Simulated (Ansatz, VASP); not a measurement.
One calculation of AlN, two programs

File INCAR:

```
SYSTEM = AlN
ALGO = Normal ; EDIFF = 1E-6
ENCUT = 520 ; ISIF = 2
ISMEAR = 0 ; LASPH = .TRUE.
LCHARG = .FALSE. ; LREAL = .FALSE.
LWAVE = .FALSE. ; NBANDS = 16
NELM = 80 ; PREC = Accurate
SIGMA = 0.05
```

KPOINTS

```
k-points
0
G
  9 9 6
  0 0 0
```

The input POSCAR:

```
AlN
1.0
    3.0887424016      0.0000000000      0.0000000000
   -1.5443712008      2.6749293856      0.0000000000
    0.0000000000      0.0000000000      4.9437688231
Al N
2 2
Direct
    0.3069823907      0.6473764378      0.0015212672
    0.6930176093      0.3526235622      0.5015212672
    0.3568471291      0.6838799599      0.3834787328
    0.6431528709      0.3161200401      0.8834787328
```

Input for Ansatz:

```yaml
crystal:
  lattice:
    - [3.0887424016, 0.0, 0.0]
    - [-1.5443712008, 2.6749293856, 0.0]
    - [0.0, 0.0, 4.9437688231]
  atoms:
    - { symbol: Al, position: [0.3069823907, 0.6473764378, 0.0015212672] }
    - { symbol: Al, position: [0.6930176093, 0.3526235622, 0.5015212672] }
    - { symbol: "N", position: [0.3568471291, 0.6838799599, 0.3834787328] }
    - { symbol: "N", position: [0.6431528709, 0.3161200401, 0.8834787328] }
basis:
  ecutwfc: 520.0
kpoints:
  mp_grid: { grid: [9, 9, 6] }
hamiltonian:
  xc: lda
scf:
  occupations: { method: gaussian, width: 0.05 }
output:
  forces: true
  stress: true
  eigenvalues: true
```

Change from the starting cell: mode 4 frozen in at -0.052 Å and mode 5 at -0.052 Å (largest displacements).

Alike in both runs: task single point; functional LDA; k mesh 9 × 9 × 6; occupations gaussian, width 0.05 eV; no spin polarisation.

```csv
,VASP,Ansatz
version,VASP 6.6.1,Ansatz 0.2.0
potentials or method,"VASP PAW LDA potentials, release 64 (Al, N), cutoff 520 eV","scalar-relativistic, plane waves, PAW"
valence electrons in the cell,16,16
```

```csv
,VASP,Ansatz,Ansatz less VASP
gap on the k mesh at the Fermi level (eV),4.36,4.35,-0.005
least direct gap on the mesh (eV),4.36,4.35,-0.005
pressure (GPa),0.4,-0.2,-0.59
"traceless stress, the component that is largest in VASP (GPa)",-0.43,-0.44,-0.011
rms of the force components (eV/Å),0.194,0.194,+0.0001
```

LDA's correlation is that of Perdew and Zunger in VASP and of Perdew and Wang (1992) in Ansatz. Atom by atom the forces differ by 0.002 eV/Å (rms over components).
